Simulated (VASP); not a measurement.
# Ca (Fm-3m) in VASP: a series of runs, part 2 of 2

VASP 6.6.1. Earlier steps stand in the parts before.

## Step 4: Single point, r2SCAN

POSCAR reads:

```
Ca
1.0
    0.0000000000      2.7835023068      2.7835023068
    2.7835023068      0.0000000000      2.7835023068
    2.7835023068      2.7835023068      0.0000000000
Ca
1
Direct
    0.0000000000      0.0000000000      0.0000000000
```

INCAR.step1 reads:

```
SYSTEM = Ca
PREC = Accurate
ENCUT = 520
ISMEAR = -1
SIGMA = 0.1
LREAL = .False.
LASPH = .True.
NELM = 60
NBANDS = 11
GGA = PE
ALGO = Normal
EDIFF = 1E-4
LWAVE = .True.
LCHARG = .False.
```

INCAR.step2 reads:

```
SYSTEM = Ca
PREC = Accurate
ENCUT = 520
EDIFF = 1E-6
ISMEAR = -1
SIGMA = 0.1
LREAL = .False.
LASPH = .True.
NELM = 60
ALGO = Normal
ISIF = 2
LWAVE = .False.
LCHARG = .False.
METAGGA = R2SCAN
LMIXTAU = .True.
NBANDS = 11
ISTART = 1
```

KPOINTS reads:

```
regular mesh
0
Gamma
  10 10 10
  0 0 0
```

Potentials or basis: VASP PAW PBE potentials, release 64 (Ca_sv).

On the command line:

```sh
$ cat potpaw_PBE.64/Ca_sv/POTCAR > POTCAR
$ cp INCAR.step1 INCAR
$ mpirun -np 1 vasp_std > vasp.out
$ cp INCAR.step2 INCAR
$ mpirun -np 1 vasp_std > vasp.out
```

OUTCAR:

```text
SYSTEM = Ca
   PREC = Accurate
   ENCUT = 520
   EDIFF = 1E-6
   ISMEAR = -1
   LREAL = .False.
   LASPH = .True.
   NELM = 60
   ISIF = 2
   METAGGA = R2SCAN
   ISTART = 1

 ion  position               nearest neighbor table
   1  0.000  0.000  0.000-

  LATTYP: Found a face centered cubic cell.
 ALAT       =     5.5670046136

  Lattice vectors:

 A1 = (   0.0000000000,   2.7835023068,   2.7835023068)
 A2 = (   2.7835023068,   0.0000000000,   2.7835023068)
 A3 = (   2.7835023068,   2.7835023068,   0.0000000000)

Analysis of symmetry for initial positions (statically):
=====================================================================
 Subroutine PRICEL returns:
 Original cell was already a primitive cell.

 Routine SETGRP: Setting up the symmetry group for a
 face centered cubic supercell.

 Subroutine GETGRP returns: Found 48 space group operations
 (whereof 48 operations were pure point group operations)
 out of a pool of 48 trial point group operations.

The static configuration has the point symmetry O_h .

Analysis of symmetry for dynamics (positions and initial velocities):
=====================================================================
 Subroutine PRICEL returns:
 Original cell was already a primitive cell.

 Routine SETGRP: Setting up the symmetry group for a
 face centered cubic supercell.

 Subroutine GETGRP returns: Found 48 space group operations
 (whereof 48 operations were pure point group operations)
 out of a pool of 48 trial point group operations.

The dynamic configuration has the point symmetry O_h .

 Subroutine INISYM returns: Found 48 space group operations
 (whereof 48 operations are pure point group operations),
 and found     1 'primitive' translations

[... 107 lines left out ...]
   ISMEAR =    -1;   SIGMA  =   0.10  broadening in eV -4-tet -1-fermi 0-gaus
   EFERMI_NEDOS =   21; number of points for ismear=-14 and -15
   IALGO  =     38    algorithm
   IMIX   =      4    mixing-type and parameters
     AMIX     =   0.40;   BMIX     =  1.00
     AMIX_MAG =   1.60;   BMIX_MAG =  1.00
  volume/ion in A,a.u.               =      43.13       291.07
  Fermi-wavevector in a.u.,A,eV,Ry     =   1.005711  1.900518 13.761678  1.011455
  Thomas-Fermi vector in A             =   2.138408
   LORBIT       =      0    0 simple, 1 ext, 2 COOP (PROOUT), +10 PAW based schemes
   METAGGA = R2SCAN    functional components
   LHFCALC =     F    Hartree Fock is set to
   AEXX    =    0.0000 exact exchange contribution
   IVDW    =     0    specifies the selected vdW correction
   LEPSILON=     F    determine dielectric tensor
   LRPA    =     F    only Hartree local field effects (RPA)
 non-spin polarized calculation
  energy-cutoff  :      520.00
  volume of cell :       43.13
 maximum number of plane-waves:      1211
 NGX is ok and might be reduce to    30
   NGX = 15   NGY = 15   NGZ = 15

 number of electron       9.9999998 magnetization

 Free energy of the ion-electron system (eV)
  ---------------------------------------------------
  ext. energy  EPLUGINS =         0.00000000
  ---------------------------------------------------
  free energy    TOTEN  =        -7.05194972 eV

  energy without entropy =       -7.01726792  energy(sigma->0) =       -7.03460882

 E-fermi :   1.9266     XC(G=0):  -8.1476

 val. band max:        1.8974623304   @ k =  -0.4000   0.3000   0.0000
 cond. band min:       1.9401259181   @ k =  -0.3000   0.4000   0.1000
 fundamental gap:      0.0426635877
 Fermi energy:         1.9265999032

 k-point     1 :       0.0000    0.0000    0.0000
  band No.  band energies     occupation
      1     -41.9127      2.00000
      2     -21.9438      2.00000
      3     -21.9438      2.00000
      4     -21.9438      2.00000
      5      -2.3372      2.00000
      6       4.5915      0.00000
      7       4.5915      0.00000
      8       4.5915      0.00000
      9       5.6947      0.00000
     10       5.6947      0.00000
     11      11.4216      0.00000
[... 309 lines left out ...]
 k-point    24 :       0.4000    0.3000    0.0000
  band No.  band energies     occupation
      1     -41.8987      2.00000
      2     -22.0469      2.00000
      3     -21.9858      2.00000
      4     -21.9816      2.00000
      5       0.3089      2.00000
      6       2.9513      0.00007
      7       3.5905      0.00000
      8       5.5556      0.00000
      9       5.8653      0.00000
     10       6.3415      0.00000
     11       8.9655      0.00000

 [... further k-points ...]
[... 5 lines left out ...]
  --------------------------------------------------------------------------------------
  -------------------------------------------------------------------------------------
  Total        0.0127015      0.0127015      0.0127015      0.0000000      0.0000000      0.0000000
  in kB        0.4718029      0.4718029      0.4718029      0.0000000      0.0000000      0.0000000
  external PRESSURE =       0.4718029 kB  Pullay stress =       0.0000000 kB

 VOLUME and BASIS-vectors are now :
 -----------------------------------------------------------------------------
  energy-cutoff  :      520.00
  volume of cell :       43.13
      direct lattice vectors                 reciprocal lattice vectors
     0.000000000  2.783502307  2.783502307    -0.179629813  0.179629813  0.179629813
     2.783502307  0.000000000  2.783502307     0.179629813 -0.179629813  0.179629813
     2.783502307  2.783502307  0.000000000     0.179629813  0.179629813 -0.179629813

 POSITION                                       TOTAL-FORCE (eV/Angst)
 -----------------------------------------------------------------------------------
      0.00000      0.00000      0.00000         0.000000     -0.000000      0.000000
 -----------------------------------------------------------------------------------
    total drift:                               -0.000000     -0.000000      0.000000

  FREE ENERGIE OF THE ION-ELECTRON SYSTEM (eV)
  ---------------------------------------------------
  free  energy   TOTEN  =        -7.0519497154 eV

  energy  without entropy=       -7.0172679234  energy(sigma->0) =       -7.03460882
```

OSZICAR.step1:

```text
N       E                     dE             d eps       ncg     rms          rms(c)
DAV:   1     0.656357125403E+02    0.65636E+02   -0.49166E+03  1034   0.815E+02
DAV:   2    -0.510593882603E+00   -0.66146E+02   -0.65588E+02  1133   0.206E+02
DAV:   3    -0.189250024364E+01   -0.13819E+01   -0.13702E+01  1470   0.297E+01
DAV:   4    -0.195764872514E+01   -0.65148E-01   -0.64939E-01  1369   0.518E+00
DAV:   5    -0.195988900269E+01   -0.22403E-02   -0.22399E-02  1469   0.694E-01    0.222E+00
DAV:   6    -0.195287626825E+01    0.70127E-02   -0.11274E-02  1271   0.115E+00    0.136E+00
DAV:   7    -0.195118714236E+01    0.16891E-02   -0.16979E-02  1177   0.152E+00    0.103E-01
DAV:   8    -0.195074165178E+01    0.44549E-03   -0.19646E-03  1221   0.420E-01    0.218E-02
DAV:   9    -0.195075344128E+01   -0.11790E-04   -0.89162E-05  1119   0.805E-02
   1 F= -.19507534E+01 E0= -.19308681E+01  d E =-.397706E-01
```

Wall time 47 s (1 thread of Intel Xeon Platinum 8559C (Emerald Rapids), shared host); peak memory 0.17 GiB.

What came out:

```yaml
Free_energy: -7.0519 eV
Pressure: 0.0 GPa
Band_gap_on_the_k_mesh: zero (bands 5 and 6 overlap by 0.48 eV)
```

Levels at points of the mesh, in eV from the Fermi level:
| k point | band 1 | band 2 | band 3 | band 4 | band 5 | band 6 | band 7 | band 8 | band 9 | band 10 |
| --- | --- | --- | --- | --- | --- | --- | --- | --- | --- | --- |
| (0.00, 0.00, 0.00) | -43.84 | -23.87 | -23.87 | -23.87 | -4.26 | 2.66 | 2.66 | 2.66 | 3.77 | 3.77 |
| (0.50, 0.00, 0.00) | -43.83 | -24.01 | -23.89 | -23.89 | -0.95 | -0.31 | 2.52 | 2.52 | 4.47 | 4.47 |
| (0.50, 0.50, 0.00) | -43.82 | -24.00 | -23.92 | -23.92 | -0.40 | 0.76 | 0.89 | 4.46 | 4.66 | 4.66 |

Caveat: the PAW data sets were made with another functional, which shifts forces and pressure a little.

## Step 5: Single point, r2SCAN

POSCAR is that of step 4.

INCAR.step1 reads:

```
ALGO = Normal ; EDIFF = 1E-4
ENCUT = 520 ; GGA = PE
ISMEAR = -1 ; LASPH = True
LCHARG = False ; LREAL = False
LWAVE = True ; NBANDS = 11
NELM = 60 ; PREC = Accurate
SIGMA = 0.1
```

INCAR.step2 reads:

```
ALGO = Normal ; EDIFF = 1E-6
ENCUT = 520 ; ISIF = 2
ISMEAR = -1 ; ISTART = 1
LASPH = True ; LCHARG = True
LELF = True ; LMIXTAU = True
LREAL = False ; LVHAR = True
LWAVE = False ; METAGGA = R2SCAN
NBANDS = 11 ; NELM = 60
PREC = Accurate ; SIGMA = 0.1
```

KPOINTS reads:

```
k-points
0
Gamma
  10 10 10
```

On the command line:

```sh
$ cat potpaw_PBE.64/Ca_sv/POTCAR > POTCAR
$ cp INCAR.step1 INCAR
$ mpirun -np 1 vasp_std > vasp.out
$ cp INCAR.step2 INCAR
$ mpirun -np 1 vasp_std > vasp.out
```

Wall time 46 s (1 thread of Intel Xeon Platinum 8559C (Emerald Rapids), shared host); peak memory 0.18 GiB.

It converged, with:

| Quantity | Value |
| --- | --- |
| Free energy | -7.0519 eV |
| Pressure | 0.0 GPa |
| Band gap on the k mesh | zero (bands 5 and 6 overlap by 0.48 eV) |

Levels at points of the mesh, in eV from the Fermi level:
```csv
k point,band 2,band 3,band 4,band 5,band 6,band 7,band 8,band 9
"(0.00, 0.00, 0.00)",-23.87,-23.87,-23.87,-4.26,2.66,2.66,2.66,3.77
"(0.50, 0.00, 0.00)",-24.01,-23.89,-23.89,-0.95,-0.31,2.52,2.52,4.47
"(0.50, 0.50, 0.00)",-24.00,-23.92,-23.92,-0.40,0.76,0.89,4.46,4.66
```

Caveat: the PAW data sets were made with another functional, which shifts forces and pressure a little.

## Step 6: Single point, r2SCAN

POSCAR is that of step 5.

INCAR.step1 reads:

```
PREC = Accurate
ENCUT = 520
ISMEAR = -1
SIGMA = 0.01
LREAL = F
LASPH = T
NELM = 100
NBANDS = 11
GGA = PE
ALGO = Normal
EDIFF = 1E-4
LWAVE = T
LCHARG = F
```

INCAR.step2 reads:

```
PREC = Accurate
ENCUT = 520
EDIFF = 1E-6
ISMEAR = -1
SIGMA = 0.01
LREAL = F
LASPH = T
NELM = 100
ALGO = Normal
ISIF = 2
LWAVE = F
LCHARG = F
METAGGA = R2SCAN
LMIXTAU = T
NBANDS = 11
ISTART = 1
```

KPOINTS reads:

```
regular mesh
0
Gamma
  10 10 10
```

Potentials or basis: VASP PAW PBE potentials, release 64 (Ca_sv).

On the command line:

```sh
$ cat potpaw_PBE.64/Ca_sv/POTCAR > POTCAR
$ cp INCAR.step1 INCAR
$ mpirun -np 1 vasp_std > vasp.out
$ cp INCAR.step2 INCAR
$ mpirun -np 1 vasp_std > vasp.out
```

Wall time 45 s (1 thread of Intel Xeon Platinum 8559C (Emerald Rapids), shared host); peak memory 0.18 GiB.

The run converged. Its results:

```
Free energy            : -7.0351 eV
Pressure               : 0.0 GPa
Band gap on the k mesh : zero (bands 5 and 6 overlap by 0.48 eV)
```

Levels at points of the mesh, in eV from the Fermi level:
| k point | band 1 | band 2 | band 3 | band 4 | band 5 | band 6 | band 7 | band 8 | band 9 | band 10 |
| --- | --- | --- | --- | --- | --- | --- | --- | --- | --- | --- |
| (0.00, 0.00, 0.00) | -43.86 | -23.89 | -23.89 | -23.89 | -4.27 | 2.65 | 2.65 | 2.65 | 3.75 | 3.75 |
| (0.50, 0.00, 0.00) | -43.84 | -24.02 | -23.91 | -23.91 | -0.96 | -0.32 | 2.51 | 2.51 | 4.46 | 4.46 |
| (0.50, 0.50, 0.00) | -43.84 | -24.01 | -23.94 | -23.94 | -0.41 | 0.75 | 0.88 | 4.44 | 4.65 | 4.65 |

Caveat: the PAW data sets were made with another functional, which shifts forces and pressure a little.

## Step 7: Summary

| k mesh | smearing | gap on the mesh (eV) | pressure (GPa) |
| --- | --- | --- | --- |
| 6 × 6 × 6 | fermi-dirac 0.1 eV | none | 0.0 |
| 8 × 8 × 8 | fermi-dirac 0.1 eV | none | 0.1 |
| 10 × 10 × 10 | fermi-dirac 0.1 eV | none | 0.0 |
| 10 × 10 × 10 | fermi-dirac 0.01 eV | none | 0.0 |

Alike in all rows: task single point; level r2SCAN; potentials or basis VASP PAW PBE potentials, release 64 (Ca_sv); no spin polarisation; cell as given; cutoff (eV) 520.

Caveats: the PAW data sets were made with another functional, which shifts forces and pressure a little.

Total energies depend on the potentials used, so only differences within one code and one set of settings carry meaning.

The gap in the log of VASP goes by the Fermi energy; the results here count the filled bands.